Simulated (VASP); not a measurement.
A run of VASP 6.6.1:

File POSCAR:

```
HgPd
1.0
    3.0731730905      0.0000000000      0.0000000000
    0.0000000000      3.0731730905      0.0000000000
    0.0000000000      0.0000000000      3.8125727781
Hg Pd
1 1
Direct
    0.0000000000      0.0000000000      0.0000000000
    0.5000000000      0.5000000000      0.5000000000
```

INCAR.step1

```
PREC = Accurate ; ENCUT = 520
ISMEAR = 0 ; SIGMA = 0.1
LREAL = F ; LASPH = T
NELM = 80 ; NBANDS = 18
GGA = PE ; ALGO = Normal
EDIFF = 1E-4 ; LWAVE = T
LCHARG = F
```

The input INCAR.step2:

```
PREC = Accurate ; ENCUT = 520
EDIFF = 1E-7 ; ISMEAR = 0
SIGMA = 0.1 ; LREAL = F
LASPH = T ; NELM = 80
ALGO = Normal ; ISIF = 2
LWAVE = F ; LCHARG = F
METAGGA = R2SCAN ; LMIXTAU = T
NBANDS = 18 ; ISTART = 1
```

KPOINTS

```
regular mesh
0
Gamma
  14 14 12
```

Potentials or basis: VASP PAW PBE potentials, release 64 (Hg, Pd).

Run with:

```console
$ cat potpaw_PBE.64/Hg/POTCAR potpaw_PBE.64/Pd/POTCAR > POTCAR
$ cp INCAR.step1 INCAR
$ mpirun -np 1 vasp_std > vasp.out
$ cp INCAR.step2 INCAR
$ mpirun -np 1 vasp_std > vasp.out
```

Hardware: 1 thread of Intel Xeon 8259CL, on a shared host.

How long does it take, and how much memory?

Run time: 8.9 min on 1 thread of Intel Xeon 8259CL, on a shared host, peak memory 0.29 GiB. Counts: k points 252.
